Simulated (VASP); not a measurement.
Here is a VASP 6.6.1 calculation.

INCAR

```
SYSTEM = MgO
PREC = Accurate
ENCUT = 520
EDIFF = 1E-6
ISMEAR = 0
SIGMA = 0.05
LREAL = .FALSE.
LASPH = .TRUE.
NELM = 80
ALGO = Normal
ISIF = 2
LWAVE = .FALSE.
LCHARG = .TRUE.
GGA = PS
LELF = .TRUE.
LVHAR = .TRUE.
NBANDS = 16
```

The input KPOINTS:

```
Automatic mesh
0
G
  9 9 6
  0 0 0
```

The input POSCAR:

```
MgO
1.0
    3.3722815741      0.0000000000      0.0000000000
   -1.6861407870      2.9204815119      0.0000000000
    0.0000000000      0.0000000000      4.8166297723
Mg O
2 2
Direct
    0.3333333333      0.6666666667      0.0036583380
    0.6666666667      0.3333333333      0.5036583380
    0.3333333333      0.6666666667      0.4009416620
    0.6666666667      0.3333333333      0.9009416620
```

Potentials or basis: VASP PAW PBE potentials, release 64 (Mg, O).

Command:

```sh
$ cat potpaw_PBE.64/Mg/POTCAR potpaw_PBE.64/O/POTCAR > POTCAR
$ mpirun -np 1 vasp_std > vasp.out
```

**Question.** What does it give for the band gap on the k mesh?

**Answer.** 3.26 eV, direct.

**Question.** Estimate the pressure.

**Answer.** -0.3 GPa.

**Question.** What does it give for the largest force?

**Answer.** 0.759 eV/Å.

Forces on the atoms (eV/Å):
```
Mg   0.000  0.000 -0.759
Mg   0.000  0.000 -0.759
O    0.000  0.000  0.759
O    0.000  0.000  0.759
```

Caveat: the PAW data sets were made with another functional, which shifts forces and pressure a little. A k mesh can miss the band edges.
